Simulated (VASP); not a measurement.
A run of VASP 6.6.1 is set up as follows.

Contents of INCAR:

```
SYSTEM = Cd
PREC     = Accurate       ! precision mode
ENCUT    = 520            ! plane-wave cutoff, eV
EDIFF    = 1E-7           ! SCF threshold, eV
ISMEAR   = -1             ! smearing method
SIGMA    = 0.08           ! smearing width, eV
LREAL    = .False.        ! projectors in reciprocal space
LASPH    = .True.         ! aspherical terms in the spheres
NELM     = 100            ! most SCF steps
ALGO     = Normal         ! electronic algorithm
ISIF     = 2              ! what is computed and relaxed
LWAVE    = .False.        ! write WAVECAR
LCHARG   = .False.        ! write CHGCAR
GGA      = CA             ! functional
NBANDS   = 12             ! bands
```

KPOINTS

```
regular mesh
0
Gamma
  16 16 15
  0 0 0
```

Contents of POSCAR:

```
Cd
1.0
    2.6724484061      0.0000000000      0.0000000000
   -1.3362242031      2.3144082100      0.0000000000
    0.0000000000      0.0000000000      2.6754050228
Cd
1
Direct
    0.0000000000      0.0000000000      0.0000000000
```

Potentials or basis: VASP PAW LDA potentials, release 64 (Cd).

Command:

```bash
$ cat potpaw_LDA.64/Cd/POTCAR > POTCAR
$ mpirun -np 1 vasp_std > vasp.out
```

**Question.** Estimate the band gap on the k mesh.

**Answer.** Zero (bands 6 and 7 overlap by 6.39 eV).

**Question.** Estimate the pressure.

**Answer.** 37.1 GPa.

Stress tensor (GPa, compression positive):
```
37.28  0.00  0.00
 0.00 37.28  0.00
 0.00  0.00 36.82
```

Caveat: the cell stands under pressure.
